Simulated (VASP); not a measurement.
Crystal: Si2Mo.

```xyz
9
Lattice="4.5840 0.0000 0.0000 -2.2920 3.9699 0.0000 0.0000 0.0000 6.5771" Properties=species:S:1:pos:R:3 pbc="T T T"
Si   -1.1653    3.3194    5.4809
Si    1.1267    0.6505    1.0962
Si    2.2920    2.6688    3.2885
Si    3.4573    0.6505    5.4809
Si    1.1653    3.3194    1.0962
Si    0.0000    1.3010    3.2885
Mo    2.2920    0.0000    3.2885
Mo   -1.1460    1.9849    1.0962
Mo    1.1460    1.9849    5.4809
```

Base run:

```yaml
Program: VASP 6.6.1
Functional: PBE
Potentials_or_basis: VASP PAW PBE potentials, release 64 (Si, Mo_sv)
Cutoff: 520 eV
k_mesh: 6 × 6 × 4
Occupations: fermi-dirac, width 0.02 eV
Spin: no spin polarisation
```

Its results: band gap on the k mesh 0.05 eV, indirect (least direct gap 0.54 eV); pressure 3.9 GPa; largest force 0.006 eV/Å.

Task: The run is repeated on the same cell with these changes: functional from PBE to r2SCAN. What comes out?

Result: Band gap on the k mesh 0.15 eV, indirect (least direct gap 0.69 eV); pressure 0.4 GPa; largest force 0.009 eV/Å.

r2SCAN gives the wider gap, since meta-GGAs in the generalised Kohn-Sham scheme recover part of the derivative discontinuity.

Caveats: the PAW data sets were made with another functional, which shifts forces and pressure a little (some runs).

A k mesh can miss the band edges.
